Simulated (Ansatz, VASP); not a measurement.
Ge4IrW: VASP beside Ansatz

```
Ge Ir W
1.0
     4.69702    0.00000    0.00000
    -2.34851    4.06774    0.00000
     0.00000    0.00000    5.24345
Ge Ir W
4 1 1
Direct
  0.33333 0.66667 0.74941
  0.33333 0.66667 0.25059
  0.66667 0.33333 0.74941
  0.66667 0.33333 0.25059
  0.00000 0.00000 0.50000
  0.00000 0.00000 0.00000
```

Change from the starting cell: species swapped into the HfTaB4 type (P6/mmm, No. 191).

Alike in both runs: functional PBE; k mesh 6 × 6 × 4; occupations gaussian, width 0.1 eV; no spin polarisation.

Ansatz relaxed the structure, and its values are those at the end. VASP's run is a single point on that final structure, the one shown.

|  | VASP | Ansatz |
| --- | --- | --- |
| version | VASP 6.6.1 | Ansatz 0.2.0 |
| potentials or method | VASP PAW PBE potentials, release 64 (Ge_d, Ir, W_sv), cutoff 520 eV | scalar-relativistic, plane waves, PAW |
| valence electrons in the cell | 79 | 87 |

Ansatz gave:

| Quantity | Value |
| --- | --- |
| gap on the k mesh at the Fermi level (eV) | none |
| pressure (GPa) | 0.0 |
| rms of the force components (eV/Å) | 0.004 |

Task: Which values does VASP return?

Result: gap on the k mesh at the Fermi level (eV): none; pressure (GPa): 0.2; rms of the force components (eV/Å): 0.007.

A gap of «none» marks a metal or a gap that the smearing closes. VASP's potentials hold 79 valence electrons a cell and Ansatz's 87, so a difference there can come from the potentials and not from the codes.

Spin-orbit coupling is off throughout.
